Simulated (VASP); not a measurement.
# AlN (ke600) (F-43m) in VASP: vibrations by perturbation theory with LDA

Aim: the vibrations by perturbation theory of AlN (ke600) with LDA.

Program: VASP 6.6.1. These are calculated values, not measurements. Logs are shortened: lines on timing, memory, paths and dates and some standing lists are left out, and cuts for length are marked.

## Step 1: The cell of the first run

The structure is cubic, space group F-43m (No. 216). The conventional cell has a = 4.342 Å, b = 4.342 Å, c = 4.342 Å, α = 90.00°, β = 90.00°, γ = 90.00°. Within 2.5 Å of Al (site symmetry -43m) lie 4 N at 1.88 Å. Within 2.5 Å of N (site symmetry -43m) lie 4 Al at 1.88 Å.

## Step 2: Vibrations by perturbation theory, LDA

The input, INCAR:

```
PREC = Accurate ; ENCUT = 520
EDIFF = 1E-8 ; ISMEAR = 0
SIGMA = 0.01 ; LREAL = False
LASPH = True ; NELM = 100
ALGO = Normal ; ISIF = 2
LWAVE = False ; LCHARG = True
GGA = CA ; IBRION = 8
NSW = 1 ; LEPSILON = True
```

The input, KPOINTS:

```
Automatic mesh
0
Gamma
  10 10 10
```

The input, POSCAR:

```
AlN
1.0
    0.0000000000      2.1710713685      2.1710713685
    2.1710713685      0.0000000000      2.1710713685
    2.1710713685      2.1710713685      0.0000000000
Al N
1 1
Direct
    0.0000000000      0.0000000000      0.0000000000
    0.2500000000      0.2500000000      0.2500000000
```

Potentials or basis: VASP PAW LDA potentials, release 64 (Al, N).

Command:

```sh
$ cat potpaw_LDA.64/Al/POTCAR potpaw_LDA.64/N/POTCAR > POTCAR
$ mpirun -np 1 vasp_std > vasp.out
```

OUTCAR:

```text
PREC = Accurate
   ENCUT = 520
   EDIFF = 1E-8
   ISMEAR = 0
   LREAL = False
   LASPH = True
   NELM = 100
   ISIF = 2
   GGA = CA
   IBRION = 8
   NSW = 1
   LEPSILON = True

 ion  position               nearest neighbor table
   1  0.000  0.000  0.000-   2 1.88   2 1.88   2 1.88   2 1.88
   2  0.250  0.250  0.250-   1 1.88   1 1.88   1 1.88   1 1.88

  LATTYP: Found a face centered cubic cell.
 ALAT       =     4.3421427370

  Lattice vectors:

 A1 = (   0.0000000000,   2.1710713685,   2.1710713685)
 A2 = (   2.1710713685,   0.0000000000,   2.1710713685)
 A3 = (   2.1710713685,   2.1710713685,   0.0000000000)

Analysis of symmetry for initial positions (statically):
=====================================================================
 Subroutine PRICEL returns:
 Original cell was already a primitive cell.

 Routine SETGRP: Setting up the symmetry group for a
 face centered cubic supercell.

 Subroutine GETGRP returns: Found 24 space group operations
 (whereof 24 operations were pure point group operations)
 out of a pool of 48 trial point group operations.

The static configuration has the point symmetry T_d .

Analysis of symmetry for dynamics (positions and initial velocities):
=====================================================================
 Subroutine PRICEL returns:
 Original cell was already a primitive cell.

 Routine SETGRP: Setting up the symmetry group for a
 face centered cubic supercell.

 Subroutine GETGRP returns: Found 24 space group operations
 (whereof 24 operations were pure point group operations)
 out of a pool of 48 trial point group operations.

The dynamic configuration has the point symmetry T_d .

 Subroutine INISYM returns: Found 24 space group operations
 (whereof 24 operations are pure point group operations),
 and found     1 'primitive' translations

----------------------------------------------------------------------------------------

                                     Primitive cell

  volume of cell :      20.4669

  direct lattice vectors                    reciprocal lattice vectors
     0.000000000  2.171071368  2.171071368    -0.230301043  0.230301043  0.230301043
     2.171071368  0.000000000  2.171071368     0.230301043 -0.230301043  0.230301043
     2.171071368  2.171071368  0.000000000     0.230301043  0.230301043 -0.230301043

  length of vectors
     3.070358574  3.070358574  3.070358574     0.398893107  0.398893107  0.398893107

  position of ions in fractional coordinates (direct lattice)
     0.000000000  0.000000000  0.000000000
     0.250000000  0.250000000  0.250000000

  ion indices of the primitive-cell ions
   primitive index   ion index
                 1           1
                 2           2

----------------------------------------------------------------------------------------

 KPOINTS: Automatic mesh

Automatic generation of k-mesh.
 Grid dimensions read from file:
 generate k-points for:   10   10   10

 Generating k-lattice:

  Cartesian coordinates                     Fractional coordinates (reciprocal lattice)
    -0.023030104  0.023030104  0.023030104     0.100000000  0.000000000  0.000000000
     0.023030104 -0.023030104  0.023030104     0.000000000  0.100000000  0.000000000
[... 413 lines left out ...]
  free energy    TOTEN  =        -0.21424425 eV

  energy without entropy =       -0.21424425

------------------------ aborting loop because EDIFF is reached ----------------------------------------

--------------------------------------- Ionic step        2  -------------------------------------------

------------------------ aborting loop because EDIFF is reached ----------------------------------------

--------------------------------------- Ionic step        3  -------------------------------------------

------------------------ aborting loop because EDIFF is reached ----------------------------------------

 PIEZOELECTRIC TENSOR FIELD DIRECTION 3  (e Angst)
 -----------------------------------------------------------------------------
    -0.00044 -0.77794  0.00000           ( -0.00000 -0.00827  0.00000)
    -0.77794 -0.00044  0.00000           ( -0.00827 -0.00000  0.00000)
     0.00000  0.00000  0.00042           (  0.00000  0.00000 -0.00000)

 PIEZOELECTRIC TENSOR FIELD DIRECTION 3  (C/m^2)
 -----------------------------------------------------------------------------
    -0.00035 -0.60898  0.00000
    -0.60898 -0.00035  0.00000
     0.00000  0.00000  0.00033

--------------------------------------- Ionic step        4  -------------------------------------------

------------------------ aborting loop because EDIFF is reached ----------------------------------------

[... ionic steps 5 to 6 ...]

--------------------------------------- Ionic step        7  -------------------------------------------

 Free energy of the ion-electron system (eV)
  ---------------------------------------------------
  ---------------------------------------------------
  free energy    TOTEN  =        -0.23481529 eV

  energy without entropy =       -0.23481529

------------------------ aborting loop because EDIFF is reached ----------------------------------------

 INTERNAL STRAIN TENSOR  FOR ION    2  DIRECTION 1   (eV/Angst):
 -----------------------------------------------------------------------------
    -0.00804  0.00000  0.00000
     0.00000  0.00441 -9.67280
     0.00000 -9.67280  0.00441

 MACROSCOPIC STATIC DIELECTRIC TENSOR (including local field effects in DFT)
 ------------------------------------------------------
           4.540761    -0.000000     0.000000
           0.000000     4.540761    -0.000000
          -0.000000     0.000000     4.540761
 ------------------------------------------------------

 PIEZOELECTRIC TENSOR (including local field effects)  for field in x, y, z        (e  Angst)
          XX          YY          ZZ          XY          YZ          ZX
  --------------------------------------------------------------------------------
  x     0.00000    -0.00000    -0.00000     0.00000    -0.77763     0.00000
  y     0.00000    -0.00000     0.00000     0.00000     0.00000    -0.77763
  z    -0.00000    -0.00000    -0.00000    -0.77763     0.00000     0.00000

 PIEZOELECTRIC TENSOR (including local field effects)  for field in x, y, z        (C/m^2)
          XX          YY          ZZ          XY          YZ          ZX
  --------------------------------------------------------------------------------
  x     0.00000    -0.00000    -0.00000     0.00000    -0.60874     0.00000
  y     0.00000    -0.00000     0.00000     0.00000     0.00000    -0.60874
  z    -0.00000    -0.00000    -0.00000    -0.60874     0.00000     0.00000

 BORN EFFECTIVE CHARGES (including local field effects) (in |e|, cummulative output)
 ---------------------------------------------------------------------------------
 ion    1
    1     2.52982     0.00000     0.00000
    2    -0.00000     2.52982    -0.00000
    3    -0.00000    -0.00000     2.52982
 ion    2
    1    -2.52982    -0.00000    -0.00000
    2     0.00000    -2.52982     0.00000
    3     0.00000     0.00000    -2.52982

 INTERNAL STRAIN TENSOR FOR ION    2 for displacements in x,y,z  (eV/Angst):
          X           Y           Z          XY          YZ          ZX
  --------------------------------------------------------------------------------
  x    -0.00000     0.00000     0.00000     0.00000    -9.67280     0.00000
  y    -0.00000    -0.00000    -0.00000     0.00000     0.00000    -9.67280
  z     0.00000     0.00000    -0.00000    -9.67280     0.00000     0.00000

 SECOND DERIVATIVES (NOT SYMMETRIZED)
 ------------------------------------
               1X          1Y          1Z          2X          2Y          2Z
  1X   -15.242901    0.000000    0.000000   15.242901    0.000000    0.000000
  1Y     0.000000  -15.242901    0.000000    0.000000   15.242901    0.000000
  1Z     0.000000    0.000000  -15.242901    0.000000    0.000000   15.242901
  2X    15.245277    0.000000    0.000000  -15.245277    0.000000    0.000000
  2Y     0.000000   15.245277    0.000000    0.000000  -15.245277    0.000000
  2Z     0.000000    0.000000   15.245277    0.000000    0.000000  -15.245277

 Eigenvectors and eigenvalues of the dynamical matrix
 ----------------------------------------------------

   1 f  =   20.104573 THz   126.320757 2PiTHz  670.616364 cm-1    83.145795 meV
             X         Y         Z           dx          dy          dz
      0.000000  0.000000  0.000000    -0.584468    0.000000   -0.000000
      1.085536  1.085536  1.085536     0.811417   -0.000000   -0.000000
[... 21 lines left out ...]
   6 f/i=    0.000743 THz     0.004669 2PiTHz    0.024787 cm-1     0.003073 meV
             X         Y         Z           dx          dy          dz
      0.000000  0.000000  0.000000     0.070448   -0.786614   -0.186204
      1.085536  1.085536  1.085536     0.050744   -0.566603   -0.134124

--------------------------------------------------------------------------------------------------------

 MACROSCOPIC STATIC DIELECTRIC TENSOR IONIC CONTRIBUTION
 ------------------------------------------------------
           3.711847     0.000000     0.000000
           0.000000     3.711847    -0.000000
           0.000000    -0.000000     3.711847
 ------------------------------------------------------

 ELASTIC MODULI CONTR FROM IONIC RELAXATION (kBar)
 Direction    XX          YY          ZZ          XY          YZ          ZX
 --------------------------------------------------------------------------------
 XX          -0.0000      0.0000      0.0000      0.0000     -0.0000     -0.0000
 YY           0.0000     -0.0000     -0.0000      0.0000      0.0000     -0.0000
 ZZ           0.0000     -0.0000     -0.0000     -0.0000      0.0000     -0.0000
 XY           0.0000      0.0000     -0.0000   -451.6849     -0.0000      0.0000
 YZ          -0.0000      0.0000      0.0000     -0.0000   -451.6849     -0.0000
 ZX          -0.0000     -0.0000     -0.0000      0.0000     -0.0000   -451.6849
 --------------------------------------------------------------------------------

 PIEZOELECTRIC TENSOR IONIC CONTR  for field in x, y, z        (C/m^2)
          XX          YY          ZZ          XY          YZ          ZX
  --------------------------------------------------------------------------------
  x     0.00000    -0.00000    -0.00000     0.00000     1.21839     0.00000
  y     0.00000     0.00000     0.00000    -0.00000     0.00000     1.21839
  z    -0.00000    -0.00000     0.00000     1.21839     0.00000    -0.00000
```

It took 3.1 min on 1 thread of Intel Xeon 8259CL, shared host; peak memory 0.19 GiB.

What came out:

* Electronic dielectric tensor (diagonal): 4.54
* Born charges (mean of the diagonal): Al +2.53; N -2.53 e
* Highest phonon frequency at Γ, LO-TO splitting left out: 671 cm⁻¹

Phonon frequencies in cm⁻¹ (negative: imaginary):
| q point | frequencies |
| --- | --- |
| (0.000, 0.000, 0.000) | 0 0 0 671 671 671 |

Electronic dielectric tensor:
```
4.54 0.00 0.00
0.00 4.54 0.00
0.00 0.00 4.54
```

Born effective charge tensors (e):
atom 1, Al
```
2.53 0.00 0.00
0.00 2.53 0.00
0.00 0.00 2.53
```
atom 2, N
```
-2.53  0.00  0.00
 0.00 -2.53  0.00
 0.00  0.00 -2.53
```
